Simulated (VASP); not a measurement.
Set up this calculation in VASP 6.6.1, as the native input.

* Task: single point
* Functional: r2SCAN
* Potentials or basis: VASP PAW PBE potentials, release 64 (Ba_sv, Zr_sv, O)
* Cutoff: 520 eV
* k mesh: 6 × 6 × 6
* Occupations: gaussian, width 0.02 eV
* Spin: no spin polarisation
* Dipole correction: no
* Further INCAR settings: ALGO = Normal; EDIFF = 1e-06; NBANDS = 28

Crystal: BaZrO3.

```xyz
5
Lattice="4.2051 0.0000 0.0000 0.0000 4.2051 0.0000 0.0000 0.0000 4.2051" Properties=species:S:1:pos:R:3 pbc="T T T"
Ba    0.0000    0.0000    0.0000
Zr    2.1025    2.1025    2.1025
O     2.1025    0.0000    2.1025
O     2.1025    2.1025    0.0000
O     0.0000    2.1025    2.1025
```

These files were run (other wordings do the same):

POSCAR

```
BaZrO3
1.0
    4.2050747325      0.0000000000      0.0000000000
    0.0000000000      4.2050747325      0.0000000000
    0.0000000000      0.0000000000      4.2050747325
Ba Zr O
1 1 3
Direct
    0.0000000000      0.0000000000      0.0000000000
    0.5000000000      0.5000000000      0.5000000000
    0.5000000000      0.0000000000      0.5000000000
    0.5000000000      0.5000000000      0.0000000000
    0.0000000000      0.5000000000      0.5000000000
```

INCAR.step1

```
ALGO = Normal
EDIFF = 1E-4
ENCUT = 520
GGA = PE
ISMEAR = 0
LASPH = True
LCHARG = False
LREAL = False
LWAVE = True
NBANDS = 28
NELM = 100
PREC = Accurate
SIGMA = 0.02
```

INCAR.step2

```
ALGO = Normal
EDIFF = 1E-6
ENCUT = 520
ISIF = 2
ISMEAR = 0
ISTART = 1
LASPH = True
LCHARG = False
LMIXTAU = True
LREAL = False
LWAVE = False
METAGGA = R2SCAN
NBANDS = 28
NELM = 100
PREC = Accurate
SIGMA = 0.02
```

KPOINTS

```
k-points
0
Gamma
  6 6 6
```

Potentials or basis: VASP PAW PBE potentials, release 64 (Ba_sv, Zr_sv, O).

The run is started by

```sh
$ cat potpaw_PBE.64/Ba_sv/POTCAR potpaw_PBE.64/Zr_sv/POTCAR potpaw_PBE.64/O/POTCAR > POTCAR
$ cp INCAR.step1 INCAR
$ mpirun -np 1 vasp_std > vasp.out
$ cp INCAR.step2 INCAR
$ mpirun -np 1 vasp_std > vasp.out
```

Results of the run:

```json
{
 "Pressure": "1.0 GPa",
 "Band gap on the k mesh": "3.68 eV, indirect (least direct gap 3.93 eV)"
}
```

Caveat: the PAW data sets were made with another functional, which shifts forces and pressure a little; spin-orbit coupling is left out, which moves the levels of the heavy elements.

Wall time 83 s on 1 thread of AMD EPYC 9R45 96-Core Processor (Zen 5) (shared host), peak memory 0.18 GiB.
